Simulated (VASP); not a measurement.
SiC (Moissanite): single point with LDA

Crystal: SiC (Moissanite).

```
Si C
1.0
     3.03443    0.00000    0.00000
    -1.51721    2.62789    0.00000
     0.00000    0.00000    4.97978
Si C
2 2
Cartesian
  1.5172 0.8760 2.4899
  0.0000 1.7519 0.0000
  1.5172 0.8760 4.4071
  0.0000 1.7519 1.9172
```

| Item | Value |
| --- | --- |
| Program | VASP 6.6.1 |
| Task | single point |
| Functional | LDA |
| Potentials or basis | VASP PAW LDA potentials, release 64 (Si, C_h) |
| Cutoff | 910 eV |
| k mesh | 10 × 10 × 5 |
| Occupations | fermi-dirac, width 0.05 eV |
| Spin | no spin polarisation |
| Dipole correction | no |
| Second run | hard_potentials |
| Further INCAR settings | ALGO = Normal; EDIFF = 1e-06; NBANDS = 16 |

```json
{
 "Pressure": "5.7 GPa",
 "Largest force": "0.801 eV/Å",
 "Band gap on the k mesh": "2.29 eV, indirect (least direct gap 4.06 eV)"
}
```

Forces in eV/Å, atoms in the order of the input:
```
Si   0.000  0.000  0.801
Si   0.000  0.000  0.801
C    0.000  0.000 -0.801
C    0.000  0.000 -0.801
```

Stress tensor (GPa, compression positive):
```
7.73 0.00 0.00
0.00 7.73 0.00
0.00 0.00 1.72
```

Levels at points of the mesh, in eV from the valence-band top:
| k point | band 6 | band 7 | band 8 | band 9 | band 10 | band 11 |
| --- | --- | --- | --- | --- | --- | --- |
| (0.00, 0.00, 0.00) | -0.27 | -0.27 | 0.00 | 4.95 | 6.45 | 6.64 |
| (0.50, 0.00, 0.00) | -3.62 | -3.40 | -1.49 | 2.57 | 4.17 | 6.99 |

Run time: 44 s on 1 thread of Intel(R) Xeon(R) Platinum 8375C CPU @ 2.90GHz (Ice Lake) (shared host), peak memory 0.19 GiB.

Caveat: the cutoff is under 1.25 times the usual one of these potentials, so pressure, stress and relaxed cells hold a basis-set (Pulay) error. A k mesh can miss the band edges.
